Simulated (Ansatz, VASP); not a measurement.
Two plane-wave programs on ScGa2N3

```
CELL_PARAMETERS angstrom
3.09958 -0.00041 0.00037
-1.55014 2.68328 -0.00008
0.00171 0.00057 14.90191
ATOMIC_POSITIONS crystal
Sc 0.00010 0.00001 0.25000
Sc 0.00008 0.00001 0.75000
Ga 0.33349 0.66675 0.08250
Ga 0.33333 0.66658 0.58250
Ga 0.66672 0.33321 0.41750
Ga 0.66683 0.33341 0.91750
N 0.33334 0.66672 0.33709
N 0.33333 0.66672 0.83710
N 0.66679 0.33326 0.16290
N 0.66676 0.33328 0.66291
N 0.99976 0.00065 0.50000
N 0.99946 0.99940 0.00000
```

Change from the starting cell: cell x2, atoms moved at random (sigma 0.1 Å) and cell strained at random (1.5 %), then relaxed without symmetry.

Alike in both runs: functional PBE; k mesh 6 × 6 × 1; occupations gaussian, width 0.1 eV; no spin polarisation.

Ansatz relaxed the structure, and its values are those at the end. VASP's run is a single point on that final structure, the one shown.

|  | VASP | Ansatz |
| --- | --- | --- |
| version | VASP 6.6.1 | Ansatz 0.2.0 |
| potentials or method | VASP PAW PBE potentials, release 64 (Sc_sv, Ga_d, N), cutoff 520 eV | scalar-relativistic, plane waves, PAW |
| valence electrons in the cell | 104 | 104 |

|  | VASP | Ansatz | Ansatz less VASP |
| --- | --- | --- | --- |
| gap on the k mesh at the Fermi level (eV) | 1.43 | 1.45 | +0.019 |
| least direct gap on the mesh (eV) | 1.71 | 1.72 | +0.013 |
| pressure (GPa) | 0.8 | 0.0 | -0.87 |
| rms of the force components (eV/Å) | 0.010 | 0.003 | -0.0068 |

The k mesh is coarse, so the values compare programs but aren't converged.
